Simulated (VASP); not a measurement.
# ZrPdSe3 (P4mm) in VASP: a series of runs

Runs on ZrPdSe3. Level: PBE. Tasks: single point, relaxation of cell and atoms.

Program: VASP 6.6.1. These are calculated values, not measurements. Logs are shortened: lines on timing, memory, paths and dates and some standing lists are left out, and cuts for length are marked.

## Step 1: The cell of the first run

The structure is tetragonal, space group P4mm (No. 99). The conventional cell has a = 4.424 Å, b = 4.424 Å, c = 5.605 Å, α = 90.00°, β = 90.00°, γ = 90.00°. Within 4.2 Å of Zr (site symmetry 4mm) lie 12 Se at 3.19 to 3.57 Å and 4 Pd at 3.65 Å. Pd (site symmetry 4mm) has 6 Se at 2.40 to 3.12 Å within 3.2 Å. Within 3.2 Å of Se (site symmetry 2mm) lie 2 Pd at 2.40 Å and 6 Se at 3.12 to 3.13 Å. Within 3.3 Å of Se (site symmetry 4mm) lie 2 Pd at 2.48 to 3.12 Å and 4 Se at 3.12 Å and 4 Zr at 3.19 Å.

The cell was built from a structure type or drawn by symmetry, and may not be a known phase.

## Step 2: Single point, PBE

Contents of INCAR:

```
  PREC = Accurate
  ENCUT = 520
  EDIFF = 1E-7
  ISMEAR = 0
  SIGMA = 0.1
  LREAL = F
  LASPH = T
  NELM = 100
  ALGO = Normal
  ISIF = 2
  LWAVE = F
  LCHARG = F
  GGA = PE
  NBANDS = 28
```

Contents of KPOINTS:

```
Automatic mesh
0
Gamma
  4 4 4
```

Contents of POSCAR:

```
ZrPdSe3
1.0
    4.4240671800      0.0000000000      0.0000000000
    0.0000000000      4.4240671800      0.0000000000
    0.0000000000      0.0000000000      5.6045567100
Zr Pd Se
1 1 3
Direct
    0.0000000000      0.0000000000      0.0000000000
    0.5000000000      0.5000000000      0.6650000200
    0.0000000000      0.5000000000      0.5000000000
    0.5000000000      0.0000000000      0.5000000000
    0.5000000000      0.5000000000      0.1076000000
```

Potentials or basis: VASP PAW PBE potentials, release 64 (Zr_sv, Pd, Se).

Command:

```
$ cat potpaw_PBE.64/Zr_sv/POTCAR potpaw_PBE.64/Pd/POTCAR potpaw_PBE.64/Se/POTCAR > POTCAR
$ mpirun -np 1 vasp_std > vasp.out
```

OUTCAR:

```text
PREC = Accurate
   ENCUT = 520
   EDIFF = 1E-7
   ISMEAR = 0
   LREAL = F
   LASPH = T
   NELM = 100
   ISIF = 2
   GGA = PE

 ion  position               nearest neighbor table
   1  0.000  0.000  0.000-   5 3.19   5 3.19   5 3.19   5 3.19   2 3.65   2 3.65   2 3.65   2 3.65

   2  0.500  0.500  0.665-   3 2.40   4 2.40   4 2.40   3 2.40   5 2.48   1 3.65   1 3.65   1 3.65
                             1 3.65
   3  0.000  0.500  0.500-   2 2.40   2 2.40
   4  0.500  0.000  0.500-   2 2.40   2 2.40
   5  0.500  0.500  0.108-   2 2.48   1 3.19   1 3.19   1 3.19   1 3.19

  LATTYP: Found a simple tetragonal cell.
 ALAT       =     4.4240671800
 C/A-ratio  =     1.2668335452

  Lattice vectors:

 A1 = (   4.4240671800,   0.0000000000,   0.0000000000)
 A2 = (   0.0000000000,   4.4240671800,   0.0000000000)
 A3 = (   0.0000000000,   0.0000000000,   5.6045567100)

Analysis of symmetry for initial positions (statically):
=====================================================================
 Subroutine PRICEL returns:
 Original cell was already a primitive cell.

 Routine SETGRP: Setting up the symmetry group for a
 simple tetragonal supercell.

 Subroutine GETGRP returns: Found  8 space group operations
 (whereof  8 operations were pure point group operations)
 out of a pool of 16 trial point group operations.

The static configuration has the point symmetry C_4v.

Analysis of symmetry for dynamics (positions and initial velocities):
=====================================================================
 Subroutine PRICEL returns:
 Original cell was already a primitive cell.

 Routine SETGRP: Setting up the symmetry group for a
 simple tetragonal supercell.

 Subroutine GETGRP returns: Found  8 space group operations
 (whereof  8 operations were pure point group operations)
 out of a pool of 16 trial point group operations.

The dynamic configuration has the point symmetry C_4v.

 Subroutine INISYM returns: Found  8 space group operations
 (whereof  8 operations are pure point group operations),
 and found     1 'primitive' translations

----------------------------------------------------------------------------------------

                                     Primitive cell

  volume of cell :     109.6945

  direct lattice vectors                    reciprocal lattice vectors
     4.424067180  0.000000000  0.000000000     0.226036351  0.000000000  0.000000000
     0.000000000  4.424067180  0.000000000     0.000000000  0.226036351  0.000000000
     0.000000000  0.000000000  5.604556710     0.000000000  0.000000000  0.178426243

  length of vectors
     4.424067180  4.424067180  5.604556710     0.226036351  0.226036351  0.178426243

  position of ions in fractional coordinates (direct lattice)
     0.000000000  0.000000000  0.000000000
     0.500000000  0.500000000  0.665000020
     0.000000000  0.500000000  0.500000000
     0.500000000  0.000000000  0.500000000
     0.500000000  0.500000000  0.107600000

  ion indices of the primitive-cell ions
   primitive index   ion index
                 1           1
                 2           2
                 3           3
                 4           4
                 5           5

----------------------------------------------------------------------------------------

 KPOINTS: Automatic mesh

Automatic generation of k-mesh.
 Grid dimensions read from file:
 generate k-points for:    4    4    4

 Generating k-lattice:

  Cartesian coordinates                     Fractional coordinates (reciprocal lattice)
     0.056509088  0.000000000  0.000000000     0.250000000  0.000000000  0.000000000
     0.000000000  0.056509088  0.000000000     0.000000000  0.250000000  0.000000000
     0.000000000  0.000000000  0.044606561     0.000000000  0.000000000  0.250000000

  Length of vectors
     0.056509088  0.056509088  0.044606561

  Shift w.r.t. Gamma in fractional coordinates (k-lattice)
     0.000000000  0.000000000  0.000000000

 Subroutine IBZKPT returns following result:
 ===========================================

 Found     18 irreducible k-points:

 Following reciprocal coordinates:
            Coordinates               Weight
  0.000000  0.000000  0.000000      1.000000
  0.250000  0.000000  0.000000      4.000000
  0.500000  0.000000  0.000000      2.000000
  0.250000  0.250000  0.000000      4.000000
  0.500000  0.250000  0.000000      4.000000
  0.500000  0.500000  0.000000      1.000000
[... 10 lines left out ...]
  0.500000  0.250000  0.500000      4.000000
  0.500000  0.500000  0.500000      1.000000
   k-points           NKPTS =     18   k-points in BZ     NKDIM =     18   number of bands    NBANDS=     28
   number of dos      NEDOS =    301   number of ions     NIONS =      5
   total plane-waves  NPLWV =  54432
   dimension x,y,z NGX =    36 NGY =   36 NGZ =   42
   dimension x,y,z NGXF=    72 NGYF=   72 NGZF=   84
   ions per type =               1   1   3
   NGX,Y,Z   is equivalent  to a cutoff of  13.53, 13.53, 12.46 a.u.
   NGXF,Y,Z  is equivalent  to a cutoff of  27.06, 27.06, 24.92 a.u.
 SYSTEM =  unknown system
   PREC   = accura    normal or accurate (medium, high low for compatibility)
   ISTART =      0    job   : 0-new  1-cont  2-samecut
   ICHARG =      2    charge: 1-file 2-atom 10-const
   ISPIN  =      1    spin polarized calculation?
   LNONCOLLINEAR =      F non collinear calculations
   LSORBIT =      F    spin-orbit coupling
   LASPH  =      T    aspherical Exc in radial PAW
   ENCUT  =  520.0 eV  38.22 Ry    6.18 a.u.   8.23  8.23 10.42*2*pi/ulx,y,z
   NELM   =    100;   NELMIN=  2; NELMDL= -5     # of ELM steps
   EDIFF  = 0.1E-06   stopping-criterion for ELM
   LREAL  =      F    real-space projection
   EDIFFG = 0.1E-05   stopping-criterion for IOM
   NSW    =      0    number of steps for IOM
   IBRION =     -1    ionic relax: 0-MD 1-quasi-New 2-CG
   NFREE  =      0    steps in history (QN), initial steepest desc. (CG)
   ISIF   =      2    stress and relaxation
   ISYM   =      2    0-nonsym 1-usesym 2-fastsym
   POTIM  = 0.5000    time-step for ionic-motion
   TEBEG  =    0.0;   TEEND  =   0.0 temperature during run
   PSTRESS=    0.0 pullay stress
   NELECT =      40.0000    total number of electrons
   NUPDOWN=      -1.0000    fix difference up-down
   EMIN   =  10.00;   EMAX   =-10.00  energy-range for DOS
   EFERMI =   0.00;   METHOD = LEGACY
   ISMEAR =     0;   SIGMA  =   0.10  broadening in eV -4-tet -1-fermi 0-gaus
   EFERMI_NEDOS =   21; number of points for ismear=-14 and -15
   IALGO  =     38    algorithm
   IMIX   =      4    mixing-type and parameters
     AMIX     =   0.40;   BMIX     =  1.00
     AMIX_MAG =   1.60;   BMIX_MAG =  1.00
  volume/ion in A,a.u.               =      21.94       148.05
  Fermi-wavevector in a.u.,A,eV,Ry     =   1.169589  2.210203 18.611931  1.367938
  Thomas-Fermi vector in A             =   2.306060
   LORBIT       =      0    0 simple, 1 ext, 2 COOP (PROOUT), +10 PAW based schemes
   GGA     = PE    functional components
   LHFCALC =     F    Hartree Fock is set to
   AEXX    =    0.0000 exact exchange contribution
   IVDW    =     0    specifies the selected vdW correction
   LEPSILON=     F    determine dielectric tensor
   LRPA    =     F    only Hartree local field effects (RPA)
 non-spin polarized calculation
 Gauss-broadening in eV      SIGMA  =   0.10
  energy-cutoff  :      520.00
  volume of cell :      109.69
 maximum number of plane-waves:      3009
 NGX is ok and might be reduce to    36
   NGX = 17   NGY = 17   NGZ = 21

 number of electron      40.0000001 magnetization

 Free energy of the ion-electron system (eV)
  ---------------------------------------------------
  ext. energy  EPLUGINS =         0.00000000
  ---------------------------------------------------
  free energy    TOTEN  =       -24.02071847 eV

  energy without entropy =      -23.99628955  energy(sigma->0) =      -24.00850401

 E-fermi :   6.5177     XC(G=0): -10.4594

 val. band max:        6.5141713463   @ k =   0.5000   0.0000   0.5000
 cond. band min:       6.5404652717   @ k =   0.2500   0.0000   0.5000
 fundamental gap:      0.0262939255
 Fermi energy:         6.5177233862

 k-point     1 :       0.0000    0.0000    0.0000
  band No.  band energies     occupation
      1     -44.3422      2.00000
      2     -22.2994      2.00000
      3     -22.2287      2.00000
      4     -22.2287      2.00000
      5      -8.5510      2.00000
      6      -6.3933      2.00000
[... 20 lines left out ...]
     27       7.7967      0.00000
     28      10.7389      0.00000

 k-point     2 :       0.2500    0.0000    0.0000
  band No.  band energies     occupation
      1     -44.3420      2.00000
      2     -22.2986      2.00000
      3     -22.2368      2.00000
      4     -22.2278      2.00000
      5      -8.2342      2.00000
      6      -6.4475      2.00000
[... 20 lines left out ...]
     27       8.7411      0.00000
     28      11.6168      0.00000

 k-point     3 :       0.5000    0.0000    0.0000
  band No.  band energies     occupation
      1     -44.3417      2.00000
      2     -22.2979      2.00000
      3     -22.2450      2.00000
      4     -22.2269      2.00000
      5      -7.6485      2.00000
      6      -7.0196      2.00000
[... 20 lines left out ...]
     27       9.8318      0.00000
     28      11.0975      0.00000

 k-point     4 :       0.2500    0.2500    0.0000
  band No.  band energies     occupation
      1     -44.3417      2.00000
      2     -22.2979      2.00000
      3     -22.2360      2.00000
      4     -22.2354      2.00000
      5      -7.9401      2.00000
      6      -6.4514      2.00000
[... 392 lines left out ...]
     27       9.7488      0.00000
     28      11.8111      0.00000

 k-point    17 :       0.5000    0.2500    0.5000
  band No.  band energies     occupation
      1     -44.3415      2.00000
      2     -22.2980      2.00000
      3     -22.2434      2.00000
      4     -22.2344      2.00000
      5      -7.2198      2.00000
      6      -6.9145      2.00000
[... 20 lines left out ...]
     27       8.8041      0.00000
     28      12.0260      0.00000

 k-point    18 :       0.5000    0.5000    0.5000
  band No.  band energies     occupation
      1     -44.3413      2.00000
      2     -22.2973      2.00000
      3     -22.2419      2.00000
      4     -22.2419      2.00000
      5      -6.8425      2.00000
      6      -6.8425      2.00000
[... 20 lines left out ...]
     27       9.5023      0.00000
     28      11.4433      0.00000

------------------------ aborting loop because EDIFF is reached ----------------------------------------

  FORCE on cell =-STRESS in cart. coord.  units (eV):
  Direction    XX          YY          ZZ          XY          YZ          ZX
  --------------------------------------------------------------------------------------
  -------------------------------------------------------------------------------------
  Total       -0.2229720     -0.2229720      1.0695644      0.0000000      0.0000000      0.0000000
  in kB       -3.2566886     -3.2566886     15.6218630      0.0000000      0.0000000      0.0000000
  external PRESSURE =       3.0361619 kB  Pullay stress =       0.0000000 kB

 VOLUME and BASIS-vectors are now :
 -----------------------------------------------------------------------------
  energy-cutoff  :      520.00
  volume of cell :      109.69
      direct lattice vectors                 reciprocal lattice vectors
     4.424067180  0.000000000  0.000000000     0.226036351  0.000000000  0.000000000
     0.000000000  4.424067180  0.000000000     0.000000000  0.226036351  0.000000000
     0.000000000  0.000000000  5.604556710     0.000000000  0.000000000  0.178426243

 POSITION                                       TOTAL-FORCE (eV/Angst)
 -----------------------------------------------------------------------------------
      0.00000      0.00000      0.00000         0.000000      0.000000      0.484944
      2.21203      2.21203      3.72703         0.000000     -0.000000      1.666239
      0.00000      2.21203      2.80228         0.000000      0.000000     -0.653341
      2.21203      0.00000      2.80228         0.000000      0.000000     -0.653341
      2.21203      2.21203      0.60305         0.000000      0.000000     -0.844500
 -----------------------------------------------------------------------------------
    total drift:                                0.000000      0.000000     -0.000582

  FREE ENERGIE OF THE ION-ELECTRON SYSTEM (eV)
  ---------------------------------------------------
  free  energy   TOTEN  =       -24.0207184721 eV

  energy  without entropy=      -23.9962895542  energy(sigma->0) =      -24.00850401
```

Run time: 58 s. Hardware: 1 thread of Intel Xeon Platinum 8488C (Sapphire Rapids), shared host; peak memory 0.25 GiB.

What came out:

```
Free energy            : -24.0207 eV
Pressure               : 0.3 GPa
Largest force          : 1.666 eV/Å
Band gap on the k mesh : zero (bands 20 and 21 overlap by 0.71 eV)
```

Forces in eV/Å, atoms in the order of the input:
```
Zr   0.000  0.000  0.485
Pd   0.000  0.000  1.666
Se   0.000  0.000 -0.653
Se   0.000  0.000 -0.653
Se   0.000  0.000 -0.845
```

Levels at points of the mesh, in eV from the Fermi level:
```csv
k point,band 16,band 17,band 18,band 19,band 20,band 21,band 22,band 23,band 24,band 25
"(0.00, 0.00, 0.00)",-1.53,-1.53,-1.01,-0.86,0.08,0.08,0.12,0.26,0.28,1.19
"(0.50, 0.00, 0.00)",-2.99,-2.05,-1.93,-1.09,-0.09,0.38,0.53,0.68,1.60,1.83
"(0.50, 0.50, 0.00)",-3.26,-2.47,-1.47,-1.47,0.68,0.83,1.08,1.47,1.47,1.77
"(0.00, 0.00, 0.50)",-2.20,-2.20,-1.09,-0.78,0.25,0.39,0.39,0.88,1.29,1.29
"(0.50, 0.00, 0.50)",-2.65,-1.50,-1.27,-1.15,-0.46,0.00,0.55,1.12,1.20,1.39
"(0.50, 0.50, 0.50)",-2.49,-0.91,-0.91,-0.31,0.10,0.72,0.72,1.01,1.09,1.36
```

Caveat: forces of over 1 eV/Å act on the atoms, so gaps and moduli don't describe the material at rest.

(Part 1 of 3 ends here.)
